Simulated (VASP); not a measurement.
MoS2:

```
CELL_PARAMETERS angstrom
3.16900 0.00000 0.00000
-1.58450 2.74443 0.00000
0.00000 0.00000 12.32400
ATOMIC_POSITIONS crystal
Mo 0.66667 0.33333 0.75000
Mo 0.33333 0.66667 0.25000
S 0.66667 0.33333 0.37700
S 0.33333 0.66667 0.87700
S 0.66667 0.33333 0.12300
S 0.33333 0.66667 0.62300
```

* Program: VASP 6.6.1
* Task: relaxation of cell and atoms
* Functional: BLYP
* Potentials or basis: VASP PAW PBE potentials, release 64 (Mo_sv, S)
* Cutoff: 600 eV
* k mesh: 10 × 10 × 3
* Occupations: fermi-dirac, width 0.05 eV
* Spin: no spin polarisation

At the start: pressure 9.5 GPa; volume 17.86 Å³/atom.

Where does the relaxation end?

Over 27 steps the energy falls by 67.0 meV/atom and the volume is 24.00 Å³/atom (+34.4 %); space group P6_3/mmc (No. 194, to 0.1 Å) before and after.

Step by step:
| step | energy change (eV) | largest force (eV/Å) | pressure (GPa) | volume (Å³) |
| --- | --- | --- | --- | --- |
| 1 | 0.0000 | 0.3308 | 9.46 | 107.18 |
| 2 | 0.1768 | 1.7045 | -9.42 | 124.38 |
| 3 | -0.1902 | 0.6359 | 0.09 | 113.95 |
| 4 | -0.2394 | 0.2668 | 0.04 | 115.87 |
| 5 | -0.2410 | 0.1843 | 0.05 | 116.28 |
| 6 | -0.2651 | 0.1108 | 0.46 | 116.92 |
| 7 | -0.3100 | 0.1227 | 1.89 | 118.80 |
| 8 | -0.2855 | 0.6644 | 5.42 | 122.38 |
| 9 | -0.3143 | 0.3935 | 3.52 | 120.44 |
| 10 | -0.3210 | 0.3602 | 3.32 | 120.89 |
| 11 | -0.3385 | 0.2635 | 2.70 | 122.25 |
| 12 | -0.3629 | 0.0792 | 1.57 | 124.97 |
| 13 | -0.3779 | 0.2521 | -0.31 | 130.45 |
| 14 | -0.3781 | 0.1899 | 0.03 | 129.43 |
| 15 | -0.3806 | 0.1736 | -0.01 | 129.84 |
| 16 | -0.3864 | 0.1223 | -0.12 | 131.10 |
| 17 | -0.3909 | 0.0125 | -0.30 | 133.65 |
| 18 | -0.3922 | 0.0281 | -0.03 | 133.88 |
| 19 | -0.3929 | 0.0823 | 0.31 | 134.17 |
| 20 | -0.3945 | 0.0499 | 0.25 | 134.59 |
| 21 | -0.3968 | 0.0424 | 0.07 | 135.83 |
| 22 | -0.3968 | 0.0539 | 0.06 | 135.99 |
| 23 | -0.3973 | 0.0542 | 0.04 | 136.43 |
| 24 | -0.3988 | 0.0521 | -0.02 | 137.77 |
| 25 | -0.4008 | 0.0398 | -0.06 | 140.44 |
| 26 | -0.4014 | 0.0199 | -0.02 | 145.80 |
| 27 | -0.4017 | 0.0036 | -0.02 | 144.02 |

Final structure:
```
CELL_PARAMETERS angstrom
3.26432 0.00000 0.00000
-1.63216 2.82699 0.00000
0.00000 0.00000 15.60669
ATOMIC_POSITIONS crystal
Mo 0.66667 0.33333 0.75000
Mo 0.33333 0.66667 0.25000
S 0.66667 0.33333 0.35025
S 0.33333 0.66667 0.85025
S 0.66667 0.33333 0.14975
S 0.33333 0.66667 0.64975
```

Caveat: the volume moved by over 15 % at a fixed basis, so the end points are rough; the PAW data sets were made with another functional, which shifts forces and pressure a little; this functional lacks dispersion, which binds layers or chains, so the pressure and a relaxed spacing across them are unreliable.
